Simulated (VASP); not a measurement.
A run of VASP 6.6.1 is set up as follows.

POSCAR

```
TiAl
1.0
    3.2226182341      0.0000000000      0.0000000000
    0.0000000000      3.2226182341      0.0000000000
    0.0000000000      0.0000000000      3.0937135048
Ti Al
1 1
Direct
    0.0000000000      0.0000000000      0.0000000000
    0.5000000000      0.5000000000      0.5000000000
```

INCAR.step1

```
  PREC = Accurate
  ENCUT = 520
  ISMEAR = 0
  SIGMA = 0.15
  LREAL = F
  LASPH = T
  NELM = 60
  NBANDS = 14
  GGA = PE
  ALGO = Normal
  EDIFF = 1E-4
  LWAVE = T
  LCHARG = F
```

File INCAR.step2:

```
  PREC = Accurate
  ENCUT = 520
  EDIFF = 1E-6
  ISMEAR = 0
  SIGMA = 0.15
  LREAL = F
  LASPH = T
  NELM = 60
  ALGO = Normal
  ISIF = 2
  LWAVE = F
  LCHARG = F
  METAGGA = R2SCAN
  LMIXTAU = T
  NBANDS = 14
  ISTART = 1
```

The input KPOINTS:

```
regular mesh
0
Gamma
  16 16 16
```

Potentials or basis: VASP PAW PBE potentials, release 64 (Ti_sv, Al).

Command:

```bash
$ cat potpaw_PBE.64/Ti_sv/POTCAR potpaw_PBE.64/Al/POTCAR > POTCAR
$ cp INCAR.step1 INCAR
$ mpirun -np 1 vasp_std > vasp.out
$ cp INCAR.step2 INCAR
$ mpirun -np 1 vasp_std > vasp.out
```

Problem. Predict the pressure.

Solution. -0.6 GPa.

Stress tensor (GPa, compression positive):
```
-0.44  0.00  0.00
 0.00 -0.44  0.00
 0.00  0.00 -1.04
```

Caveat: the PAW data sets were made with another functional, which shifts forces and pressure a little.
